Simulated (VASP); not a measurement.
# Ge (Fd-3m) in VASP: further runs, part 2 of 2

VASP 6.6.1. Earlier steps stand in the parts before.

**4. Single point, PBE**

This run uses another cell than the first one, of 19.43 Å³/atom.

Input file INCAR:

```
SYSTEM = Ge
PREC = Accurate ; ENCUT = 500
EDIFF = 1E-6 ; ISMEAR = 0
SIGMA = 0.01 ; LREAL = .FALSE.
LASPH = .TRUE. ; NELM = 120
ALGO = Normal ; ISIF = 2
LWAVE = .FALSE. ; LCHARG = .TRUE.
GGA = PE ; LELF = .TRUE.
LVHAR = .TRUE. ; NBANDS = 21
GGA_COMPAT = .FALSE.
```

Input file KPOINTS:

```
regular mesh
0
G
  6 6 6
  0 0 0
```

Input file POSCAR:

```
Ge
1.0
    0.0000000000      2.6886046341      2.6886046341
    2.6886046341      0.0000000000      2.6886046341
    2.6886046341      2.6886046341      0.0000000000
Ge
2
Direct
    0.5000000000      0.5000000000      0.5000000000
    0.7500000000      0.7500000000      0.7500000000
```

Potentials or basis: VASP PAW PBE potentials, release 64 (Ge_d).

Run with:

```
$ cat potpaw_PBE.64/Ge_d/POTCAR > POTCAR
$ mpirun -np 1 vasp_std > vasp.out
```

OUTCAR:

```text
SYSTEM = Ge
   PREC = Accurate
   ENCUT = 500
   EDIFF = 1E-6
   ISMEAR = 0
   LREAL = .FALSE.
   LASPH = .TRUE.
   NELM = 120
   ISIF = 2
   GGA = PE

 ion  position               nearest neighbor table
   1  0.500  0.500  0.500-   2 2.33   2 2.33   2 2.33   2 2.33
   2  0.750  0.750  0.750-   1 2.33   1 2.33   1 2.33   1 2.33

  LATTYP: Found a face centered cubic cell.
 ALAT       =     5.3772092682

  Lattice vectors:

 A1 = (   0.0000000000,   2.6886046341,   2.6886046341)
 A2 = (   2.6886046341,   0.0000000000,   2.6886046341)
 A3 = (   2.6886046341,   2.6886046341,   0.0000000000)

Analysis of symmetry for initial positions (statically):
=====================================================================
 Subroutine PRICEL returns:
 Original cell was already a primitive cell.

 Routine SETGRP: Setting up the symmetry group for a
 face centered cubic supercell.

 Subroutine GETGRP returns: Found 48 space group operations
 (whereof 24 operations were pure point group operations)
 out of a pool of 48 trial point group operations.

The static configuration has the point symmetry T_d .
 The point group associated with its full space group is O_h .
[... 149 lines left out ...]
  free energy    TOTEN  =        -8.53876201 eV

  energy without entropy =       -8.53876201  energy(sigma->0) =       -8.53876201

 E-fermi :   6.6956     XC(G=0): -10.6647

 val. band max:        6.6227651157   @ k =   0.0000   0.0000   0.0000
 cond. band min:       7.0621762585   @ k =   0.3333   0.3333   0.0000
 fundamental gap:      0.4394111428
 Fermi energy:         6.6956004638

 k-point     1 :       0.0000    0.0000    0.0000
  band No.  band energies     occupation
      1     -18.4818      2.00000
      2     -18.4818      2.00000
      3     -18.4818      2.00000
      4     -18.4325      2.00000
      5     -18.4325      2.00000
      6     -18.1237      2.00000
[... 373 lines left out ...]
     20      18.9087      0.00000
     21      20.7185      0.00000

------------------------ aborting loop because EDIFF is reached ----------------------------------------

  FORCE on cell =-STRESS in cart. coord.  units (eV):
  Direction    XX          YY          ZZ          XY          YZ          ZX
  --------------------------------------------------------------------------------------
  -------------------------------------------------------------------------------------
  Total        4.8130579      4.8130579      4.8130579     -0.0000000      0.0000000      0.0000000
  in kB      198.3904877    198.3904877    198.3904877     -0.0000000      0.0000000      0.0000000
  external PRESSURE =     198.3904877 kB  Pullay stress =       0.0000000 kB

 VOLUME and BASIS-vectors are now :
 -----------------------------------------------------------------------------
  energy-cutoff  :      500.00
  volume of cell :       38.87
      direct lattice vectors                 reciprocal lattice vectors
     0.000000000  2.688604634  2.688604634    -0.185970073  0.185970073  0.185970073
     2.688604634  0.000000000  2.688604634     0.185970073 -0.185970073  0.185970073
     2.688604634  2.688604634  0.000000000     0.185970073  0.185970073 -0.185970073

 POSITION                                       TOTAL-FORCE (eV/Angst)
 -----------------------------------------------------------------------------------
      2.68860      2.68860      2.68860        -0.000000     -0.000000     -0.000000
      4.03291      4.03291      4.03291         0.000000      0.000000      0.000000
 -----------------------------------------------------------------------------------
    total drift:                                0.000000      0.000000      0.000000

  FREE ENERGIE OF THE ION-ELECTRON SYSTEM (eV)
  ---------------------------------------------------
  free  energy   TOTEN  =        -8.5387620122 eV

  energy  without entropy=       -8.5387620122  energy(sigma->0) =       -8.53876201
```

OSZICAR:

```text
N       E                     dE             d eps       ncg     rms          rms(c)
DAV:   1     0.188715330917E+03    0.18872E+03   -0.13876E+04   783   0.378E+03
DAV:   2     0.176151153426E+02   -0.17110E+03   -0.16539E+03   672   0.639E+02
DAV:   3    -0.791101754716E+01   -0.25526E+02   -0.25369E+02   737   0.140E+02
DAV:   4    -0.867588673995E+01   -0.76487E+00   -0.76432E+00   777   0.286E+01
DAV:   5    -0.868707958369E+01   -0.11193E-01   -0.11192E-01   757   0.371E+00    0.396E+00
DAV:   6    -0.858641439149E+01    0.10067E+00   -0.31979E-02   862   0.125E+00    0.234E+00
DAV:   7    -0.853675389552E+01    0.49660E-01   -0.71824E-02   847   0.200E+00    0.160E-01
DAV:   8    -0.853858794799E+01   -0.18341E-02   -0.55915E-03   727   0.597E-01    0.438E-02
DAV:   9    -0.853875940082E+01   -0.17145E-03   -0.20559E-04   752   0.899E-02    0.149E-02
DAV:  10    -0.853876084867E+01   -0.14479E-05   -0.58738E-06   640   0.270E-02    0.450E-03
DAV:  11    -0.853876203246E+01   -0.11838E-05   -0.20737E-06   599   0.111E-02    0.105E-03
DAV:  12    -0.853876201222E+01    0.20242E-07   -0.91482E-08   441   0.310E-03
   1 F= -.85387620E+01 E0= -.85387620E+01  d E =-.715041E-27
```

Wall time 9.6 s (1 thread of AMD EPYC 7R13 (Zen 3), shared host); peak memory 0.12 GiB.

What came out:

```
Free energy            : -8.5388 eV
Pressure               : 19.8 GPa
Band gap on the k mesh : 0.44 eV (least direct gap 1.51 eV)
```

Caveat: the cell stands under pressure. A k mesh can miss the band edges.

**5. Single point, PBE**

This run uses another cell than the first one, of 21.07 Å³/atom.

Input file INCAR:

```
SYSTEM = Ge
PREC = Accurate ; ENCUT = 500
EDIFF = 1E-6 ; ISMEAR = 0
SIGMA = 0.01 ; LREAL = .False.
LASPH = .True. ; NELM = 120
ALGO = Normal ; ISIF = 2
LWAVE = .False. ; LCHARG = .False.
GGA = PE ; NBANDS = 21
GGA_COMPAT = .False.
```

Input file KPOINTS:

```
Automatic mesh
0
Gamma
  6 6 6
  0 0 0
```

Input file POSCAR:

```
Ge
1.0
    0.0000000000      2.7617995478      2.7617995478
    2.7617995478      0.0000000000      2.7617995478
    2.7617995478      2.7617995478      0.0000000000
Ge
2
Direct
    0.5000000000      0.5000000000      0.5000000000
    0.7500000000      0.7500000000      0.7500000000
```

Run with:

```
$ cat potpaw_PBE.64/Ge_d/POTCAR > POTCAR
$ mpirun -np 1 vasp_std > vasp.out
```

Wall time 9.4 s (1 thread of AMD EPYC 7R13 (Zen 3), shared host); peak memory 0.12 GiB.

The run converged. Its results:

```
Free energy            : -8.8365 eV
Pressure               : 9.9 GPa
Band gap on the k mesh : 0.41 eV (least direct gap 0.71 eV)
```

Levels at points of the mesh, in eV from the valence-band top:
```csv
k point,band 11,band 12,band 13,band 14,band 15,band 16,band 17,band 18
"(0.00, 0.00, 0.00)",-13.35,0.00,0.00,0.00,0.71,2.58,2.58,2.58
"(0.50, 0.00, 0.00)",-11.07,-7.96,-1.52,-1.52,0.41,3.77,3.77,7.15
"(0.50, 0.50, 0.00)",-9.18,-9.18,-3.34,-3.34,0.65,0.65,10.13,10.13
```

Caveat: the cell stands under pressure. A k mesh can miss the band edges.

**6. The runs side by side**

| cell | gap on the mesh (eV) | pressure (GPa) |
| --- | --- | --- |
| a = 3.663 Å, angles 60.0°, 2 atoms | 0.23 | 39.4 |
| a = 3.725 Å, angles 60.0°, 2 atoms | 0.33 | 29.6 |
| a = 3.802 Å, angles 60.0°, 2 atoms | 0.44 | 19.8 |
| a = 3.906 Å, angles 60.0°, 2 atoms | 0.41 | 9.9 |

Alike in all rows: task single point; level PBE; potentials or basis VASP PAW PBE potentials, release 64 (Ge_d); no spin polarisation; k mesh 6 × 6 × 6; cutoff (eV) 500; smearing gaussian 0.01 eV.

Caveats: the cell stands under pressure.

Total energies depend on the potentials used, so only differences within one code and one set of settings carry meaning.
